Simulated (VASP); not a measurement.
# Ni (Im-3m) in VASP: a series of runs

Ni is run at these levels: LDA; tasks: single point, relaxation of cell and atoms.

Everything below comes from runs of VASP 6.6.1. Logs are shortened: lines on timing, memory, paths and dates and some standing lists are left out, and cuts for length are marked.

### 1 The cell of the first run

Symmetry: Im-3m, No. 229, cubic system. The conventional cell has a = 2.793 Å, b = 2.793 Å, c = 2.793 Å, α = 90.00°, β = 90.00°, γ = 90.00°. Ni (site symmetry m-3m) has 14 Ni at 2.42 to 2.79 Å within 3.2 Å.

### 2 Single point, LDA, collinear spin, ferromagnetic start (volume scaled by 1.08)

Input file INCAR:

```
PREC = Accurate ; ENCUT = 520
EDIFF = 1E-6 ; ISMEAR = -1
SIGMA = 0.05 ; LREAL = F
LASPH = T ; NELM = 150
ALGO = Normal ; ISIF = 2
LWAVE = F ; LCHARG = F
ISPIN = 2 ; MAGMOM = 0.355
LORBIT = 11 ; LMAXMIX = 4
NBANDS = 15
```

Input file KPOINTS:

```
regular mesh
0
Gamma
  18 18 18
```

Input file POSCAR:

```
Ni
1.0
   -1.3967335463      1.3967335463      1.3967335463
    1.3967335463     -1.3967335463      1.3967335463
    1.3967335463      1.3967335463     -1.3967335463
Ni
1
Direct
    0.0000000000      0.0000000000      0.0000000000
```

Potentials or basis: VASP PAW LDA potentials, release 64 (Ni).

Command:

```bash
> cat potpaw_LDA.64/Ni/POTCAR > POTCAR
> mpirun -np 1 vasp_std > vasp.out
```

OUTCAR:

```text
PREC = Accurate
   ENCUT = 520
   EDIFF = 1E-6
   ISMEAR = -1
   LREAL = F
   LASPH = T
   NELM = 150
   ISIF = 2
   ISPIN = 2
   LORBIT = 11

 ion  position               nearest neighbor table
   1  0.000  0.000  0.000-

  LATTYP: Found a body centered cubic cell.
 ALAT       =     2.7934670926

  Lattice vectors:

 A1 = (  -1.3967335463,   1.3967335463,   1.3967335463)
 A2 = (   1.3967335463,  -1.3967335463,   1.3967335463)
 A3 = (   1.3967335463,   1.3967335463,  -1.3967335463)

Analysis of symmetry for initial positions (statically):
=====================================================================
 Subroutine PRICEL returns:
 Original cell was already a primitive cell.

 Routine SETGRP: Setting up the symmetry group for a
 body centered cubic supercell.

 Subroutine GETGRP returns: Found 48 space group operations
[... 9 lines left out ...]

 Routine SETGRP: Setting up the symmetry group for a
 body centered cubic supercell.

 Subroutine GETGRP returns: Found 48 space group operations
 (whereof 48 operations were pure point group operations)
 out of a pool of 48 trial point group operations.

The dynamic configuration has the point symmetry O_h .

Analysis of structural, dynamic, and magnetic symmetry:
=====================================================================
 Subroutine PRICEL returns:
 Original cell was already a primitive cell.

 Routine SETGRP: Setting up the symmetry group for a
 body centered cubic supercell.

 Subroutine GETGRP returns: Found 48 space group operations
 (whereof 48 operations were pure point group operations)
 out of a pool of 48 trial point group operations.

The overall configuration has the point symmetry O_h .

 Subroutine INISYM returns: Found 48 space group operations
[... 5 lines left out ...]
                                     Primitive cell

  volume of cell :      10.8994

  direct lattice vectors                    reciprocal lattice vectors
    -1.396733546  1.396733546  1.396733546     0.000000000  0.357978085  0.357978085
     1.396733546 -1.396733546  1.396733546     0.357978085  0.000000000  0.357978085
     1.396733546  1.396733546 -1.396733546     0.357978085  0.357978085  0.000000000

  length of vectors
     2.419213467  2.419213467  2.419213467     0.506257463  0.506257463  0.506257463

  position of ions in fractional coordinates (direct lattice)
     0.000000000  0.000000000  0.000000000

  ion indices of the primitive-cell ions
   primitive index   ion index
                 1           1

----------------------------------------------------------------------------------------

 KPOINTS: regular mesh

Automatic generation of k-mesh.
 Grid dimensions read from file:
 generate k-points for:   18   18   18

 Generating k-lattice:

  Cartesian coordinates                     Fractional coordinates (reciprocal lattice)
     0.000000000  0.019887671  0.019887671     0.055555556  0.000000000  0.000000000
     0.019887671  0.000000000  0.019887671     0.000000000  0.055555556  0.000000000
     0.019887671  0.019887671  0.000000000     0.000000000  0.000000000  0.055555556

  Length of vectors
     0.028125415  0.028125415  0.028125415

  Shift w.r.t. Gamma in fractional coordinates (k-lattice)
     0.000000000  0.000000000  0.000000000

 Subroutine IBZKPT returns following result:
 ===========================================

 Found    195 irreducible k-points:

 Following reciprocal coordinates:
            Coordinates               Weight
  0.000000  0.000000  0.000000      1.000000
  0.055556  0.000000  0.000000     12.000000
  0.111111  0.000000  0.000000     12.000000
  0.166667  0.000000  0.000000     12.000000
  0.222222  0.000000  0.000000     12.000000
  0.277778  0.000000  0.000000     12.000000
[... 16 lines left out ...]
  0.333333  0.111111  0.000000     48.000000
  0.388889  0.111111  0.000000     48.000000
 [... further k-points ...]
   k-points           NKPTS =    195   k-points in BZ     NKDIM =    195   number of bands    NBANDS=     15
   number of dos      NEDOS =    301   number of ions     NIONS =      1
   total plane-waves  NPLWV =   5832
   dimension x,y,z NGX =    18 NGY =   18 NGZ =   18
   dimension x,y,z NGXF=    36 NGYF=   36 NGZF=   36
   ions per type =               1
   NGX,Y,Z   is equivalent  to a cutoff of  12.37, 12.37, 12.37 a.u.
   NGXF,Y,Z  is equivalent  to a cutoff of  24.74, 24.74, 24.74 a.u.
 SYSTEM =  unknown system
   PREC   = accura    normal or accurate (medium, high low for compatibility)
   ISTART =      0    job   : 0-new  1-cont  2-samecut
   ICHARG =      2    charge: 1-file 2-atom 10-const
   ISPIN  =      2    spin polarized calculation?
   LNONCOLLINEAR =      F non collinear calculations
   LSORBIT =      F    spin-orbit coupling
   LASPH  =      T    aspherical Exc in radial PAW
   ENCUT  =  520.0 eV  38.22 Ry    6.18 a.u.   4.50  4.50  4.50*2*pi/ulx,y,z
   NELM   =    150;   NELMIN=  2; NELMDL= -5     # of ELM steps
   EDIFF  = 0.1E-05   stopping-criterion for ELM
   LREAL  =      F    real-space projection
   EDIFFG = 0.1E-04   stopping-criterion for IOM
   NSW    =      0    number of steps for IOM
   IBRION =     -1    ionic relax: 0-MD 1-quasi-New 2-CG
   NFREE  =      0    steps in history (QN), initial steepest desc. (CG)
   ISIF   =      2    stress and relaxation
   ISYM   =      2    0-nonsym 1-usesym 2-fastsym
   POTIM  = 0.5000    time-step for ionic-motion
   TEBEG  =    0.0;   TEEND  =   0.0 temperature during run
   PSTRESS=    0.0 pullay stress
   NELECT =      10.0000    total number of electrons
   NUPDOWN=      -1.0000    fix difference up-down
   EMIN   =  10.00;   EMAX   =-10.00  energy-range for DOS
   EFERMI =   0.00;   METHOD = LEGACY
   ISMEAR =    -1;   SIGMA  =   0.05  broadening in eV -4-tet -1-fermi 0-gaus
   EFERMI_NEDOS =   21; number of points for ismear=-14 and -15
   IALGO  =     38    algorithm
   IMIX   =      4    mixing-type and parameters
     AMIX     =   0.40;   BMIX     =  1.00
     AMIX_MAG =   1.60;   BMIX_MAG =  1.00
  volume/ion in A,a.u.               =      10.90        73.55
  Fermi-wavevector in a.u.,A,eV,Ry     =   1.590772  3.006123 34.430298  2.530556
  Thomas-Fermi vector in A             =   2.689415
   LORBIT       =     11    0 simple, 1 ext, 2 COOP (PROOUT), +10 PAW based schemes
   GGA     = CA    functional components
   LHFCALC =     F    Hartree Fock is set to
   AEXX    =    0.0000 exact exchange contribution
   IVDW    =     0    specifies the selected vdW correction
   LEPSILON=     F    determine dielectric tensor
   LRPA    =     F    only Hartree local field effects (RPA)
 spin polarized calculation
  energy-cutoff  :      520.00
  volume of cell :       10.90
 maximum number of plane-waves:       321
 NGX is ok and might be reduce to    18
   NGX =  9   NGY =  9   NGZ =  9

 number of electron      10.0000000 magnetization       0.3550000

 number of electron       9.9999987 magnetization       0.0019759

 number of electron       9.9999987 magnetization      -0.0022555

 Free energy of the ion-electron system (eV)
  ---------------------------------------------------
  ext. energy  EPLUGINS =         0.00000000
  ---------------------------------------------------
  free energy    TOTEN  =        -6.43962926 eV

  energy without entropy =       -6.42306421  energy(sigma->0) =       -6.43134673

 E-fermi :   8.8260     XC(G=0): -13.5988

 val. band max:        8.8237044613   @ k =  -0.3889   0.3889   0.1667
 cond. band min:       8.8259906621   @ k =  -0.3889   0.3889   0.1667
 fundamental gap:      0.0022862008
 Fermi energy:         8.8259730610

 spin component 1

 k-point     1 :       0.0000    0.0000    0.0000
  band No.  band energies     occupation
      1       0.0545      1.00000
      2       6.9180      1.00000
      3       6.9180      1.00000
      4       6.9180      1.00000
      5       8.2950      0.99998
      6       8.2950      0.99998
      7      35.3777      0.00000
      8      35.3777      0.00000
      9      35.3777      0.00000
     10      40.2862      0.00000
     11      40.2862      0.00000
     12      41.0599      0.00000
     13      41.0599      0.00000
     14      41.0599      0.00000
     15      41.9692      0.00000
[... 397 lines left out ...]
 k-point    24 :       0.3889    0.1111    0.0000
  band No.  band energies     occupation
      1       4.6779      1.00000
      2       6.0349      1.00000
      3       7.5154      1.00000
      4       8.2026      1.00000
      5       8.6427      0.97506
      6      10.3961      0.00000
      7      16.4752      0.00000
      8      25.2007      0.00000
      9      28.5044      0.00000
     10      34.4761      0.00000
     11      39.1092      0.00000
     12      42.7214      0.00000
     13      48.1786      0.00000
     14      51.8676      0.00000
     15      55.3715      0.00000

 [... further k-points ...]

 spin component 2

 k-point     1 :       0.0000    0.0000    0.0000
  band No.  band energies     occupation
      1       0.0542      1.00000
      2       6.9160      1.00000
      3       6.9160      1.00000
      4       6.9160      1.00000
      5       8.2927      0.99998
      6       8.2927      0.99998
      7      35.3776      0.00000
      8      35.3776      0.00000
      9      35.3776      0.00000
     10      40.2859      0.00000
     11      40.2859      0.00000
     12      41.0591      0.00000
     13      41.0591      0.00000
     14      41.0591      0.00000
     15      41.9684      0.00000
[... 397 lines left out ...]
 k-point    24 :       0.3889    0.1111    0.0000
  band No.  band energies     occupation
      1       4.6766      1.00000
      2       6.0331      1.00000
      3       7.5140      1.00000
      4       8.2004      1.00000
      5       8.6404      0.97612
      6      10.3946      0.00000
      7      16.4741      0.00000
      8      25.2001      0.00000
      9      28.5039      0.00000
     10      34.4755      0.00000
     11      39.1086      0.00000
     12      42.7210      0.00000
     13      48.1780      0.00000
     14      51.8670      0.00000
     15      55.3673      0.00000

 [... further k-points ...]
[... 5 lines left out ...]
  --------------------------------------------------------------------------------------
  -------------------------------------------------------------------------------------
  Total       -1.1476091     -1.1476091     -1.1476091     -0.0000000     -0.0000000      0.0000000
  in kB     -168.6956497   -168.6956497   -168.6956497     -0.0000000     -0.0000000      0.0000000
  external PRESSURE =    -168.6956497 kB  Pullay stress =       0.0000000 kB

 VOLUME and BASIS-vectors are now :
 -----------------------------------------------------------------------------
  energy-cutoff  :      520.00
  volume of cell :       10.90
      direct lattice vectors                 reciprocal lattice vectors
    -1.396733546  1.396733546  1.396733546     0.000000000  0.357978085  0.357978085
     1.396733546 -1.396733546  1.396733546     0.357978085  0.000000000  0.357978085
     1.396733546  1.396733546 -1.396733546     0.357978085  0.357978085  0.000000000

 POSITION                                       TOTAL-FORCE (eV/Angst)
 -----------------------------------------------------------------------------------
      0.00000      0.00000      0.00000        -0.000000      0.000000     -0.000000
 -----------------------------------------------------------------------------------
    total drift:                               -0.000000     -0.000000      0.000000

  FREE ENERGIE OF THE ION-ELECTRON SYSTEM (eV)
  ---------------------------------------------------
  free  energy   TOTEN  =        -6.4396292593 eV

  energy  without entropy=       -6.4230642070  energy(sigma->0) =       -6.43134673

 total charge

# of ion       s       p       d       tot
------------------------------------------
    1        0.491   0.485   8.346   9.322

 magnetization (x)

# of ion       s       p       d       tot
------------------------------------------
    1        0.000   0.000  -0.002  -0.002
```

It took 2.4 min on 1 thread of Intel Xeon 8259CL, shared host; peak memory 0.16 GiB.

What came out:

```
Free energy                                           : -6.4396 eV
Pressure                                              : -16.9 GPa
Band gap on the k mesh                                : zero (filled and empty bands overlap)
Net moment                                            : 0.00 μB per cell
Valence electrons inside the program's atomic spheres : Ni 9.32
```

Caveat: the cell differs from its parent crystal (volume scaled by 1.08).

### 3 Single point, LDA, collinear spin, ferromagnetic start (volume scaled by 1.12)

Input file INCAR:

```
  ALGO = Normal
  EDIFF = 1E-7
  ENCUT = 520
  GGA = CA
  ISIF = 2
  ISMEAR = -1
  ISPIN = 2
  LASPH = True
  LCHARG = False
  LMAXMIX = 4
  LORBIT = 11
  LREAL = False
  LWAVE = False
  MAGMOM = 0.355
  NBANDS = 15
  NELM = 150
  PREC = Accurate
  SIGMA = 0.05
```

Input file KPOINTS:

```
k-points
0
Gamma
  18 18 18
```

Input file POSCAR:

```
Ni
1.0
   -1.4137685611      1.4137685611      1.4137685611
    1.4137685611     -1.4137685611      1.4137685611
    1.4137685611      1.4137685611     -1.4137685611
Ni
1
Direct
    0.0000000000      0.0000000000      0.0000000000
```

Potentials or basis: VASP PAW LDA potentials, release 64 (Ni).

Command:

```bash
> cat potpaw_LDA.64/Ni/POTCAR > POTCAR
> mpirun -np 1 vasp_std > vasp.out
```

Wall time 2.4 min (1 thread of Intel Xeon 8259CL, shared host); peak memory 0.16 GiB.

It converged, with:

```yaml
Free_energy: -6.3964 eV
Pressure: -20.9 GPa
Net_moment: 0.54 μB per cell
Site_moments: Ni +0.54 μB
Valence_electrons_inside_the_program's_atomic_spheres: Ni 9.26
```

Levels at points of the mesh, in eV from the Fermi level:
Spin up:
```tsv
k point	band 1	band 2	band 3	band 4	band 5	band 6	band 7	band 8	band 9	band 10
(0.00, 0.00, 0.00)	-8.60	-2.13	-2.13	-2.13	-0.81	-0.81	26.13	26.13	26.13	30.77
(0.50, 0.00, 0.00)	-4.36	-3.00	-0.88	-0.66	0.01	0.37	6.24	18.79	19.37	23.30
(0.50, 0.50, 0.50)	-3.93	-3.93	-0.20	-0.20	-0.20	9.52	9.52	9.52	15.43	15.43
```
Spin down:
```tsv
k point	band 1	band 2	band 3	band 4	band 5	band 6	band 7	band 8	band 9	band 10
(0.00, 0.00, 0.00)	-8.55	-1.58	-1.58	-1.58	-0.32	-0.32	26.12	26.12	26.12	30.80
(0.50, 0.00, 0.00)	-4.03	-2.50	-0.37	-0.17	0.40	0.63	6.55	18.81	19.48	23.47
(0.50, 0.50, 0.50)	-3.58	-3.58	0.42	0.42	0.42	9.59	9.59	9.59	15.61	15.61
```

Caveat: the cell differs from its parent crystal (volume scaled by 1.12).

### 4 Relaxation of cell and atoms, LDA, collinear spin, ferromagnetic start

This run uses another cell than the first one, of 10.94 Å³/atom, 1.004 times its volume.

Input file INCAR:

```
SYSTEM = Ni
  PREC = Accurate
  ENCUT = 600
  EDIFF = 1E-6
  ISMEAR = -1
  SIGMA = 0.05
  LREAL = .False.
  LASPH = .True.
  NELM = 150
  ALGO = Normal
  ISIF = 3
  LWAVE = .False.
  LCHARG = .False.
  ISPIN = 2
  MAGMOM = 0.8
  LORBIT = 11
  LMAXMIX = 4
  GGA = CA
  IBRION = 2
  NSW = 80
  EDIFFG = -0.01
```

Input file KPOINTS:

```
regular mesh
0
Gamma
  16 16 16
  0 0 0
```

Input file POSCAR:

```
Ni
1.0
   -1.3984527048      1.3984527048      1.3984527048
    1.3984527048     -1.3984527048      1.3984527048
    1.3984527048      1.3984527048     -1.3984527048
Ni
1
Direct
    0.0000000000      0.0000000000      0.0000000000
```

Command:

```bash
> cat potpaw_LDA.64/Ni/POTCAR > POTCAR
> mpirun -np 1 vasp_std > vasp.out
```

It took 2.6 min on 1 thread of Intel Xeon 8259CL, shared host; peak memory 0.16 GiB.

The run converged. Its results:

```
Free energy                                           : -6.4883 eV
Relaxed volume                                        : 10.06 Å³/atom
Relaxed cell                                          : a = 2.356 Å, b = 2.356 Å, c = 2.356 Å, α = 109.47°, β = 109.47°, γ = 109.47°
Space group after relaxing (to 0.05 Å)                : Im-3m (No. 229)
Energy gained by relaxing                             : 47.7 meV/atom
Ionic steps                                           : 4
Pressure after relaxing                               : 0.1 GPa
Net moment                                            : 0.36 μB per cell
Site moments                                          : Ni +0.36 μB
Valence electrons inside the program's atomic spheres : Ni 9.47
```

Step by step:
```tsv
step	energy change (eV)	largest force (eV/Å)	pressure (GPa)	volume (Å³)
1	0.0000	0.0000	-16.22	10.94
2	0.0069	0.0000	24.17	9.28
3	-0.0477	0.0000	-0.29	10.08
4	-0.0477	0.0000	0.05	10.06
```

Final structure:
```
Ni
1.0
    -1.36008    1.36008    1.36008
     1.36008   -1.36008    1.36008
     1.36008    1.36008   -1.36008
Ni
1
Cartesian
  0.0000 0.0000 0.0000
```

Levels at points of the mesh, in eV from the Fermi level:
Spin up:
| k point | band 3 | band 4 | band 5 | band 6 | band 7 | band 8 |
| --- | --- | --- | --- | --- | --- | --- |
| (0.00, 0.00, 0.00) | -2.33 | -2.33 | -0.77 | -0.77 | 27.35 | 27.35 |
| (0.50, 0.00, 0.00) | -0.84 | -0.59 | 0.23 | 0.24 | 7.23 | 19.87 |
| (0.50, 0.50, 0.50) | -0.02 | -0.02 | -0.02 | 10.28 | 10.28 | 10.28 |
Spin down:
```tsv
k point	band 2	band 3	band 4	band 5	band 6	band 7	band 8	band 9
(0.00, 0.00, 0.00)	-1.96	-1.96	-1.96	-0.46	-0.46	27.36	27.36	27.36
(0.50, 0.00, 0.00)	-3.04	-0.50	-0.27	0.28	0.66	7.45	19.89	21.24
(0.50, 0.50, 0.50)	-4.31	0.40	0.40	0.40	10.34	10.34	10.34	16.77
```

### 5 Single point, LDA, collinear spin, ferromagnetic start

This run uses another cell than the first one, of 10.09 Å³/atom, 0.926 times its volume.

Input file INCAR:

```
SYSTEM = Ni
PREC = Accurate ; ENCUT = 520
EDIFF = 1E-6 ; ISMEAR = -1
SIGMA = 0.05 ; LREAL = .FALSE.
LASPH = .TRUE. ; NELM = 150
ALGO = Normal ; ISIF = 2
LWAVE = .FALSE. ; LCHARG = .FALSE.
ISPIN = 2 ; MAGMOM = 0.458
LORBIT = 11 ; LMAXMIX = 4
GGA = CA ; NBANDS = 15
```

Input file KPOINTS:

```
Automatic mesh
0
G
  26 26 26
  0 0 0
```

Input file POSCAR:

```
Ni
1.0
   -1.3613578883      1.3613578883      1.3613578883
    1.3613578883     -1.3613578883      1.3613578883
    1.3613578883      1.3613578883     -1.3613578883
Ni
1
Direct
    0.0000000000      0.0000000000      0.0000000000
```

Command:

```bash
> cat potpaw_LDA.64/Ni/POTCAR > POTCAR
> mpirun -np 1 vasp_std > vasp.out
```

Run time: 6.1 min. Hardware: 1 thread of Intel Xeon 8259CL, shared host; peak memory 0.22 GiB.

Results (log left out):

| Property | Result |
| --- | --- |
| Free energy | -6.4883 eV |
| Pressure | -1.3 GPa |
| Band gap on the k mesh | zero (filled and empty bands overlap) |
| Net moment | 0.00 μB per cell |
| Valence electrons inside the program's atomic spheres | Ni 9.47 |

Levels at points of the mesh, in eV from the Fermi level:
Spin up:
| k point | band 3 | band 4 | band 5 | band 6 | band 7 | band 8 |
| --- | --- | --- | --- | --- | --- | --- |
| (0.00, 0.00, 0.00) | -2.13 | -2.13 | -0.60 | -0.60 | 27.33 | 27.33 |
| (0.50, 0.00, 0.00) | -0.66 | -0.42 | 0.27 | 0.45 | 7.32 | 19.86 |
| (0.50, 0.50, 0.50) | 0.19 | 0.19 | 0.19 | 10.30 | 10.30 | 10.30 |
Spin down:
```csv
k point,band 1,band 2,band 3,band 4,band 5,band 6,band 7,band 8,band 9,band 10
"(0.00, 0.00, 0.00)",-9.32,-2.13,-2.13,-2.13,-0.60,-0.60,27.33,27.33,27.33,32.80
"(0.50, 0.00, 0.00)",-4.81,-3.19,-0.66,-0.42,0.27,0.45,7.32,19.86,21.16,25.11
"(0.50, 0.50, 0.50)",-4.39,-4.39,0.19,0.19,0.19,10.30,10.30,10.30,16.69,16.69
```

### 6 Overview

```csv
task,cell,k mesh,cutoff (eV),gap on the mesh (eV),pressure (GPa),moment (μB)
single point,"a = 2.419 Å, angles 109.5°, 1 atom",18 × 18 × 18,520,none,-16.9,0.00
single point,"a = 2.449 Å, angles 109.5°, 1 atom",18 × 18 × 18,520,none,-20.9,0.54
relaxation of cell and atoms,"relaxed from a = 2.422 Å, angles 109.5°, 1 atom",16 × 16 × 16,600,none,0.1,0.36
single point,"a = 2.358 Å, angles 109.5°, 1 atom",26 × 26 × 26,520,none,-1.3,0.00
```

Alike in all rows: level LDA; potentials or basis VASP PAW LDA potentials, release 64 (Ni); spin collinear, ferromagnetic start; smearing fermi-dirac 0.05 eV.

Total energies depend on the potentials used, so only differences within one code and one set of settings carry meaning.
